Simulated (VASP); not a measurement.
# GaAs (F-43m) in VASP: notebook, part 2 of 2

VASP 6.6.1.

## 4. Single point, LDA

This run uses another cell than the first one, of 19.96 Å³/atom, 1.025 times its volume.

INCAR reads:

```
PREC = Accurate
ENCUT = 520
EDIFF = 1E-6
ISMEAR = 0
SIGMA = 0.01
LREAL = F
LASPH = T
NELM = 80
ALGO = Normal
ISIF = 2
LWAVE = F
LCHARG = F
GGA = CA
NBANDS = 16
```

KPOINTS reads:

```
Automatic mesh
0
Gamma
  12 12 12
```

POSCAR reads:

```
GaAs
1.0
    0.0000000000      2.7125930617      2.7125930617
    2.7125930617      0.0000000000      2.7125930617
    2.7125930617      2.7125930617      0.0000000000
Ga As
1 1
Direct
    0.0000000000      0.0000000000      0.0000000000
    0.7500000000      0.7500000000      0.7500000000
```

Potentials or basis: VASP PAW LDA potentials, release 64 (Ga_d, As).

On the command line:

```
cat potpaw_LDA.64/Ga_d/POTCAR potpaw_LDA.64/As/POTCAR > POTCAR
mpirun -np 1 vasp_std > vasp.out
```

OUTCAR:

```text
PREC = Accurate
   ENCUT = 520
   EDIFF = 1E-6
   ISMEAR = 0
   LREAL = F
   LASPH = T
   NELM = 80
   ISIF = 2
   GGA = CA

 ion  position               nearest neighbor table
   1  0.000  0.000  0.000-   2 2.35   2 2.35   2 2.35   2 2.35
   2  0.750  0.750  0.750-   1 2.35   1 2.35   1 2.35   1 2.35

  LATTYP: Found a face centered cubic cell.
 ALAT       =     5.4251861234

  Lattice vectors:

 A1 = (   0.0000000000,   2.7125930617,   2.7125930617)
 A2 = (   2.7125930617,   0.0000000000,   2.7125930617)
 A3 = (   2.7125930617,   2.7125930617,   0.0000000000)

Analysis of symmetry for initial positions (statically):
=====================================================================
 Subroutine PRICEL returns:
 Original cell was already a primitive cell.

 Routine SETGRP: Setting up the symmetry group for a
 face centered cubic supercell.

 Subroutine GETGRP returns: Found 24 space group operations
 (whereof 24 operations were pure point group operations)
 out of a pool of 48 trial point group operations.

The static configuration has the point symmetry T_d .

Analysis of symmetry for dynamics (positions and initial velocities):
=====================================================================
 Subroutine PRICEL returns:
 Original cell was already a primitive cell.

 Routine SETGRP: Setting up the symmetry group for a
 face centered cubic supercell.

 Subroutine GETGRP returns: Found 24 space group operations
 (whereof 24 operations were pure point group operations)
 out of a pool of 48 trial point group operations.

The dynamic configuration has the point symmetry T_d .

 Subroutine INISYM returns: Found 24 space group operations
 (whereof 24 operations are pure point group operations),
 and found     1 'primitive' translations

----------------------------------------------------------------------------------------

                                     Primitive cell

  volume of cell :      39.9194

  direct lattice vectors                    reciprocal lattice vectors
     0.000000000  2.712593062  2.712593062    -0.184325473  0.184325473  0.184325473
     2.712593062  0.000000000  2.712593062     0.184325473 -0.184325473  0.184325473
     2.712593062  2.712593062  0.000000000     0.184325473  0.184325473 -0.184325473

  length of vectors
     3.836185897  3.836185897  3.836185897     0.319261085  0.319261085  0.319261085

  position of ions in fractional coordinates (direct lattice)
     0.000000000  0.000000000  0.000000000
     0.750000000  0.750000000  0.750000000

  ion indices of the primitive-cell ions
   primitive index   ion index
                 1           1
                 2           2

----------------------------------------------------------------------------------------

 KPOINTS: Automatic mesh

Automatic generation of k-mesh.
 Grid dimensions read from file:
 generate k-points for:   12   12   12

 Generating k-lattice:

  Cartesian coordinates                     Fractional coordinates (reciprocal lattice)
    -0.015360456  0.015360456  0.015360456     0.083333333  0.000000000  0.000000000
     0.015360456 -0.015360456  0.015360456     0.000000000  0.083333333  0.000000000
     0.015360456  0.015360456 -0.015360456     0.000000000  0.000000000  0.083333333

  Length of vectors
     0.026605090  0.026605090  0.026605090

  Shift w.r.t. Gamma in fractional coordinates (k-lattice)
     0.000000000  0.000000000  0.000000000

 Subroutine IBZKPT returns following result:
 ===========================================

 Found     72 irreducible k-points:

 Following reciprocal coordinates:
            Coordinates               Weight
  0.000000  0.000000  0.000000      1.000000
  0.083333  0.000000  0.000000      8.000000
  0.166667  0.000000  0.000000      8.000000
  0.250000  0.000000  0.000000      8.000000
  0.333333  0.000000  0.000000      8.000000
  0.416667  0.000000  0.000000      8.000000
[... 16 lines left out ...]
  0.500000  0.166667  0.000000     24.000000
 -0.416667  0.166667  0.000000     24.000000
 [... further k-points ...]
   k-points           NKPTS =     72   k-points in BZ     NKDIM =     72   number of bands    NBANDS=     16
   number of dos      NEDOS =    301   number of ions     NIONS =      2
   total plane-waves  NPLWV =  27000
   dimension x,y,z NGX =    30 NGY =   30 NGZ =   30
   dimension x,y,z NGXF=    60 NGYF=   60 NGZF=   60
   ions per type =               1   1
   NGX,Y,Z   is equivalent  to a cutoff of  13.00, 13.00, 13.00 a.u.
   NGXF,Y,Z  is equivalent  to a cutoff of  26.00, 26.00, 26.00 a.u.
 SYSTEM =  unknown system
   PREC   = accura    normal or accurate (medium, high low for compatibility)
   ISTART =      0    job   : 0-new  1-cont  2-samecut
   ICHARG =      2    charge: 1-file 2-atom 10-const
   ISPIN  =      1    spin polarized calculation?
   LNONCOLLINEAR =      F non collinear calculations
   LSORBIT =      F    spin-orbit coupling
   LASPH  =      T    aspherical Exc in radial PAW
   ENCUT  =  520.0 eV  38.22 Ry    6.18 a.u.   7.13  7.13  7.13*2*pi/ulx,y,z
   NELM   =     80;   NELMIN=  2; NELMDL= -5     # of ELM steps
   EDIFF  = 0.1E-05   stopping-criterion for ELM
   LREAL  =      F    real-space projection
   EDIFFG = 0.1E-04   stopping-criterion for IOM
   NSW    =      0    number of steps for IOM
   IBRION =     -1    ionic relax: 0-MD 1-quasi-New 2-CG
   NFREE  =      0    steps in history (QN), initial steepest desc. (CG)
   ISIF   =      2    stress and relaxation
   ISYM   =      2    0-nonsym 1-usesym 2-fastsym
   POTIM  = 0.5000    time-step for ionic-motion
   TEBEG  =    0.0;   TEEND  =   0.0 temperature during run
   PSTRESS=    0.0 pullay stress
   NELECT =      18.0000    total number of electrons
   NUPDOWN=      -1.0000    fix difference up-down
   EMIN   =  10.00;   EMAX   =-10.00  energy-range for DOS
   EFERMI =   0.00;   METHOD = LEGACY
   ISMEAR =     0;   SIGMA  =   0.01  broadening in eV -4-tet -1-fermi 0-gaus
   EFERMI_NEDOS =   21; number of points for ismear=-14 and -15
   IALGO  =     38    algorithm
   IMIX   =      4    mixing-type and parameters
     AMIX     =   0.40;   BMIX     =  1.00
     AMIX_MAG =   1.60;   BMIX_MAG =  1.00
  volume/ion in A,a.u.               =      19.96       134.69
  Fermi-wavevector in a.u.,A,eV,Ry     =   1.255368  2.372301 21.442082  1.575949
  Thomas-Fermi vector in A             =   2.389128
   LORBIT       =      0    0 simple, 1 ext, 2 COOP (PROOUT), +10 PAW based schemes
   GGA     = CA    functional components
   LHFCALC =     F    Hartree Fock is set to
   AEXX    =    0.0000 exact exchange contribution
   IVDW    =     0    specifies the selected vdW correction
   LEPSILON=     F    determine dielectric tensor
   LRPA    =     F    only Hartree local field effects (RPA)
 non-spin polarized calculation
 Gauss-broadening in eV      SIGMA  =   0.01
  energy-cutoff  :      520.00
  volume of cell :       39.92
 maximum number of plane-waves:      1090
 NGX is ok and might be reduce to    30
   NGX = 15   NGY = 15   NGZ = 15

 number of electron      17.9999988 magnetization

 Free energy of the ion-electron system (eV)
  ---------------------------------------------------
  ext. energy  EPLUGINS =         0.00000000
  ---------------------------------------------------
  free energy    TOTEN  =        -9.52747027 eV

  energy without entropy =       -9.52747027  energy(sigma->0) =       -9.52747027

 E-fermi :   5.1303     XC(G=0): -10.4699

 val. band max:        5.0674451835   @ k =   0.0000   0.0000   0.0000
 cond. band min:       6.1588700521   @ k =   0.4167   0.4167   0.0000
 fundamental gap:      1.0914248685
 Fermi energy:         5.1302584741

 k-point     1 :       0.0000    0.0000    0.0000
  band No.  band energies     occupation
      1     -10.1413      2.00000
      2     -10.1413      2.00000
      3     -10.1413      2.00000
      4     -10.0279      2.00000
      5     -10.0279      2.00000
      6      -8.6602      2.00000
[... 8 lines left out ...]
     15      15.5548      0.00000
     16      15.5548      0.00000
[... 419 lines left out ...]
 k-point    24 :      -0.4167    0.1667    0.0000
  band No.  band energies     occupation
      1     -10.2721      2.00000
      2     -10.1076      2.00000
      3     -10.1018      2.00000
      4     -10.0298      2.00000
      5     -10.0241      2.00000
      6      -6.2557      2.00000
[... 8 lines left out ...]
     15      15.8260      0.00000
     16      16.6069      0.00000

 [... further k-points ...]

------------------------ aborting loop because EDIFF is reached ----------------------------------------

  FORCE on cell =-STRESS in cart. coord.  units (eV):
  Direction    XX          YY          ZZ          XY          YZ          ZX
  --------------------------------------------------------------------------------------
  -------------------------------------------------------------------------------------
  Total        2.3653056      2.3653056      2.3653056     -0.0000000      0.0000000      0.0000000
  in kB       94.9322795     94.9322795     94.9322795     -0.0000000      0.0000000      0.0000000
  external PRESSURE =      94.9322795 kB  Pullay stress =       0.0000000 kB

 VOLUME and BASIS-vectors are now :
 -----------------------------------------------------------------------------
  energy-cutoff  :      520.00
  volume of cell :       39.92
      direct lattice vectors                 reciprocal lattice vectors
     0.000000000  2.712593062  2.712593062    -0.184325473  0.184325473  0.184325473
     2.712593062  0.000000000  2.712593062     0.184325473 -0.184325473  0.184325473
     2.712593062  2.712593062  0.000000000     0.184325473  0.184325473 -0.184325473

 POSITION                                       TOTAL-FORCE (eV/Angst)
 -----------------------------------------------------------------------------------
      0.00000      0.00000      0.00000        -0.000000      0.000000      0.000000
      4.06889      4.06889      4.06889         0.000000     -0.000000     -0.000000
 -----------------------------------------------------------------------------------
    total drift:                                0.000000      0.000000      0.000000

  FREE ENERGIE OF THE ION-ELECTRON SYSTEM (eV)
  ---------------------------------------------------
  free  energy   TOTEN  =        -9.5274702704 eV

  energy  without entropy=       -9.5274702704  energy(sigma->0) =       -9.52747027
```

stdout:

```text
POSCAR found type information on POSCAR GaAs
 POSCAR found :  2 types and       2 ions
 scaLAPACK will be used
 LDA part: xc-table for (Slater(with rela. corr.)+CA(PZ))
 , standard interpolation
 POSCAR, INCAR and KPOINTS ok, starting setup
 FFT: planning ... GRIDC
 FFT: planning ... GRID_SOFT
 FFT: planning ... GRID
 WAVECAR not read
 entering main loop
```

It took 18 s on 1 thread of Intel Xeon 6975P-C (Granite Rapids), shared host; peak memory 0.18 GiB.

What came out:

- Free energy: -9.5275 eV
- Pressure: 9.5 GPa
- Band gap on the k mesh: 1.09 eV, indirect (least direct gap 1.30 eV)

## 5. Relaxation of cell and atoms, LDA, target pressure 9 GPa, at which the enthalpy is minimised

This run uses another cell than the first one, of 21.99 Å³/atom, 1.130 times its volume.

INCAR reads:

```
SYSTEM = GaAs
PREC = Accurate
ENCUT = 600
EDIFF = 1E-7
ISMEAR = 0
SIGMA = 0.01
LREAL = .FALSE.
LASPH = .TRUE.
NELM = 60
ALGO = Normal
ISIF = 3
LWAVE = .FALSE.
LCHARG = .FALSE.
IBRION = 2
NSW = 80
EDIFFG = -0.001
PSTRESS = 90.0
```

KPOINTS reads:

```
regular mesh
0
G
  12 12 12
  0 0 0
```

POSCAR reads:

```
GaAs
1.0
    0.0000000000      2.8015748661      2.8015748661
    2.8015748661      0.0000000000      2.8015748661
    2.8015748661      2.8015748661      0.0000000000
Ga As
1 1
Direct
    0.0000000000      0.0000000000      0.0000000000
    0.7500000000      0.7500000000      0.7500000000
```

Potentials or basis: VASP PAW LDA potentials, release 64 (Ga_d, As).

On the command line:

```
cat potpaw_LDA.64/Ga_d/POTCAR potpaw_LDA.64/As/POTCAR > POTCAR
mpirun -np 1 vasp_std > vasp.out
```

OUTCAR:

```text
SYSTEM = GaAs
   PREC = Accurate
   ENCUT = 600
   EDIFF = 1E-7
   ISMEAR = 0
   LREAL = .FALSE.
   LASPH = .TRUE.
   NELM = 60
   ISIF = 3
   IBRION = 2
   NSW = 80
   EDIFFG = -0.001
   PSTRESS = 90.0

 ion  position               nearest neighbor table
   1  0.000  0.000  0.000-   2 2.43   2 2.43   2 2.43   2 2.43
   2  0.750  0.750  0.750-   1 2.43   1 2.43   1 2.43   1 2.43

  LATTYP: Found a face centered cubic cell.
 ALAT       =     5.6031497322

  Lattice vectors:

 A1 = (   0.0000000000,   2.8015748661,   2.8015748661)
 A2 = (   2.8015748661,   0.0000000000,   2.8015748661)
 A3 = (   2.8015748661,   2.8015748661,   0.0000000000)

Analysis of symmetry for initial positions (statically):
=====================================================================
 Subroutine PRICEL returns:
 Original cell was already a primitive cell.

 Routine SETGRP: Setting up the symmetry group for a
 face centered cubic supercell.

 Subroutine GETGRP returns: Found 24 space group operations
 (whereof 24 operations were pure point group operations)
 out of a pool of 48 trial point group operations.

The static configuration has the point symmetry T_d .

Analysis of symmetry for dynamics (positions and initial velocities):
=====================================================================
 Subroutine PRICEL returns:
 Original cell was already a primitive cell.

 Routine SETGRP: Setting up the symmetry group for a
[... 344 lines left out ...]

 number of electron      18.0000006 magnetization

 Free energy of the ion-electron system (eV)
  ---------------------------------------------------
  ext. energy  EPLUGINS =         0.00000000
  ---------------------------------------------------
  free energy    TOTEN  =        -9.53748594 eV

  energy without entropy =       -9.53748594  energy(sigma->0) =       -9.53748594

 E-fermi :   5.0906     XC(G=0): -10.4511

 val. band max:        5.0227505998   @ k =   0.0000   0.0000   0.0000
 cond. band min:       6.1221752655   @ k =   0.4167   0.4167   0.0000
 fundamental gap:      1.0994246657
 Fermi energy:         5.0906036521

 k-point     1 :       0.0000    0.0000    0.0000
  band No.  band energies     occupation
      1     -10.1753      2.00000
      2     -10.1753      2.00000
      3     -10.1753      2.00000
      4     -10.0632      2.00000
      5     -10.0632      2.00000
      6      -8.6707      2.00000
      7       5.0228      2.00000
      8       5.0228      2.00000
      9       5.0228      2.00000
     10       6.2895      0.00000
     11       8.7129      0.00000
     12       8.7129      0.00000
     13       8.7129      0.00000
[... 354 lines left out ...]
  band No.  band energies     occupation
      1     -10.3041      2.00000
      2     -10.1421      2.00000
      3     -10.1363      2.00000
      4     -10.0651      2.00000
      5     -10.0596      2.00000
      6      -6.2822      2.00000
      7      -2.1548      2.00000
      8       1.7668      2.00000
      9       3.2810      2.00000
     10       7.5265      0.00000
     11       9.6302      0.00000
     12      10.6690      0.00000
     13      13.4293      0.00000

 [... further k-points ...]

------------------------ aborting loop because EDIFF is reached ----------------------------------------

  FORCE on cell =-STRESS in cart. coord.  units (eV):
  Direction    XX          YY          ZZ          XY          YZ          ZX
  --------------------------------------------------------------------------------------
  -------------------------------------------------------------------------------------
  Total        2.2523031      2.2523031      2.2523031      0.0000000      0.0000000     -0.0000000
  in kB       90.0293349     90.0293349     90.0293349      0.0000000      0.0000000     -0.0000000
  external PRESSURE =       0.0293349 kB  Pullay stress =      90.0000000 kB
[... 21 lines left out ...]
  energy  without entropy=       -9.5374859426  energy(sigma->0) =       -9.53748594

  enthalpy is  TOTEN    =        -7.2859167633 eV   P V=        2.2515691793

 reached required accuracy - stopping structural energy minimisation
```

OSZICAR:

```text
N       E                     dE             d eps       ncg     rms          rms(c)
DAV:   1     0.838565737640E+02    0.83857E+02   -0.99426E+03  1904   0.210E+03
DAV:   2    -0.297987917571E+01   -0.86836E+02   -0.83417E+02  2055   0.348E+02
DAV:   3    -0.975502307907E+01   -0.67751E+01   -0.67196E+01  2342   0.795E+01
[... 52 lines left out ...]
DAV:   2    -0.953750766667E+01    0.78972E-04   -0.14401E-04  2347   0.324E-01    0.260E-02
DAV:   3    -0.953748815083E+01    0.19516E-04   -0.21084E-05  2477   0.105E-01    0.609E-03
DAV:   4    -0.953748618988E+01    0.19609E-05   -0.22085E-06  2274   0.234E-02    0.192E-03
DAV:   5    -0.953748595137E+01    0.23851E-06   -0.10465E-07  1006   0.527E-03    0.514E-04
DAV:   6    -0.953748594262E+01    0.87502E-08   -0.31730E-08   936   0.273E-03
   6 F= -.72859168E+01 E0= -.72859168E+01  d E =-.489006E-05
```

Run time: 53 s. Hardware: 1 thread of Intel Xeon 6975P-C (Granite Rapids), shared host; peak memory 0.2 GiB.

Results:

| Quantity | Value |
| --- | --- |
| Free energy | -9.5375 eV |
| Relaxed volume | 20.04 Å³/atom |
| Relaxed cell | a = 3.841 Å, b = 3.841 Å, c = 3.841 Å, α = 60.00°, β = 60.00°, γ = 60.00° |
| Space group after relaxing (to 0.05 Å) | F-43m (No. 216) |
| Energy change on relaxing (the enthalpy is what falls) | +52.2 meV/atom |
| Ionic steps | 6 |
| Pressure after relaxing | 9.0 GPa |
| Band gap on the k mesh | 1.10 eV, indirect (least direct gap 1.27 eV) |

Step by step:
| step | energy change (eV) | largest force (eV/Å) | pressure (GPa) | volume (Å³) |
| --- | --- | --- | --- | --- |
| 1 | 0.0000 | 0.0000 | 0.31 | 43.98 |
| 2 | 0.3967 | 0.0000 | 20.50 | 36.82 |
| 3 | 0.1016 | 0.0000 | 8.86 | 40.13 |
| 4 | 0.1058 | 0.0000 | 9.09 | 40.06 |
| 5 | 0.1026 | 0.0000 | 8.89 | 40.11 |
| 6 | 0.1044 | 0.0000 | 9.00 | 40.08 |

Final structure:
```
CELL_PARAMETERS angstrom
0.00000 2.71628 2.71628
2.71628 0.00000 2.71628
2.71628 2.71628 0.00000
ATOMIC_POSITIONS crystal
Ga 0.00000 0.00000 0.00000
As 0.75000 0.75000 0.75000
```

Caveat: the cell is relaxed towards a set pressure, so the enthalpy falls and the energy may rise.

## 6. Overview

| task | cell | cutoff (eV) | gap on the mesh (eV) | pressure (GPa) |
| --- | --- | --- | --- | --- |
| single point | a = 3.804 Å, angles 60.0°, 2 atoms | 520 | 1.03 | 12.5 |
| relaxation of cell and atoms | relaxed to 12 GPa from a = 3.962 Å, angles 60.0°, 2 atoms | 600 | 1.04 | 12.0 |
| single point | a = 3.836 Å, angles 60.0°, 2 atoms | 520 | 1.09 | 9.5 |
| relaxation of cell and atoms | relaxed to 9 GPa from a = 3.962 Å, angles 60.0°, 2 atoms | 600 | 1.10 | 9.0 |

Alike in all rows: level LDA; potentials or basis VASP PAW LDA potentials, release 64 (Ga_d, As); no spin polarisation; k mesh 12 × 12 × 12; smearing gaussian 0.01 eV.

Caveats: the cell is relaxed towards a set pressure, so the enthalpy falls and the energy may rise (some runs).

Absolute energies hang on the potentials; compare differences alone.
